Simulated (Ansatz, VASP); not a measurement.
# One calculation of TeWS4, two programs

```xyz
6
Lattice="4.1911 -4.1614 0.0000 4.1911 4.1614 0.0000 0.0000 0.0000 3.9024" Properties=species:S:1:pos:R:3 pbc="T T T"
Te    4.1911    0.0000    1.9512
W     0.0000    0.0000    0.0000
S     4.1911   -2.7088    1.9512
S     4.1911    2.7088    1.9512
S     6.0192    0.0000    0.0000
S     2.3630    0.0000    0.0000
```

Change from the starting cell: species swapped into the CrWO4 type (Cmmm, No. 65).

Alike in both runs: functional PBE; k mesh 4 × 4 × 4; occupations gaussian, width 0.1 eV; no spin polarisation.

Ansatz relaxed the structure, and its values are those at the end. VASP's run is a single point on that final structure, the one shown.

|  | VASP | Ansatz |
| --- | --- | --- |
| version | VASP 6.6.1 | Ansatz 0.2.0 |
| potentials or method | VASP PAW PBE potentials, release 64 (Te, W_sv, S), cutoff 520 eV | scalar-relativistic, plane waves, PAW |
| valence electrons in the cell | 44 | 54 |

|  | VASP | Ansatz | Ansatz less VASP |
| --- | --- | --- | --- |
| gap on the k mesh at the Fermi level (eV) | none | none | - |
| pressure (GPa) | -0.1 | 0.0 | +0.06 |
| rms of the force components (eV/Å) | 0.007 | 0.004 | -0.0024 |

A gap of «none» marks a metal or a gap that the smearing closes. The functional is the same, so the differences come from potentials, cutoffs and numerics. VASP's potentials hold 44 valence electrons a cell and Ansatz's 54, so a difference there can come from the potentials and not from the codes.

The k mesh is coarse, so the values compare programs but aren't converged. Neither program's run includes spin-orbit coupling.
